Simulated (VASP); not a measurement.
## MgS: single point with PBEsol

MgS:

```
Mg S
1.0
     0.00000    2.72009    2.72009
     2.72009    0.00000    2.72009
     2.72009    2.72009    0.00000
Mg S
1 1
Cartesian
  0.0000 0.0000 0.0000
  2.7201 2.7201 2.7201
```

This cell differs from its parent crystal: Ba replaced by Mg, lengths x 0.861, strained.

```
Program             : VASP 6.6.1
Task                : single point
Functional          : PBEsol
Potentials or basis : VASP PAW PBE potentials, release 64 (Mg, S)
Cutoff              : 600 eV
k mesh              : 6 × 6 × 6
Occupations         : gaussian, width 0.1 eV
Spin                : no spin polarisation
```

| Item | Value |
| --- | --- |
| Pressure | -8.6 GPa |
| Band gap on the k mesh | 2.42 eV, indirect (least direct gap 2.64 eV) |

Levels at points of the mesh, in eV from the valence-band top:
```tsv
k point	band 1	band 2	band 3	band 4	band 5	band 6	band 7	band 8	band 9
(0.00, 0.00, 0.00)	-11.99	0.00	0.00	0.00	2.64	7.90	7.90	7.90	10.14
(0.50, 0.00, 0.00)	-10.98	-4.23	-0.46	-0.46	4.19	6.64	6.64	8.66	11.28
(0.50, 0.50, 0.00)	-10.69	-3.61	-1.43	-1.43	2.42	4.59	10.62	11.95	11.95
```

It took 15 s on 1 thread of Intel Xeon 8259CL, with other jobs on the host, peak memory 0.17 GiB.

Caveat: the cell differs from its parent crystal (Ba replaced by Mg, lengths x 0.861, strained); the PAW data sets were made with another functional, which shifts forces and pressure a little. A k mesh can miss the band edges.
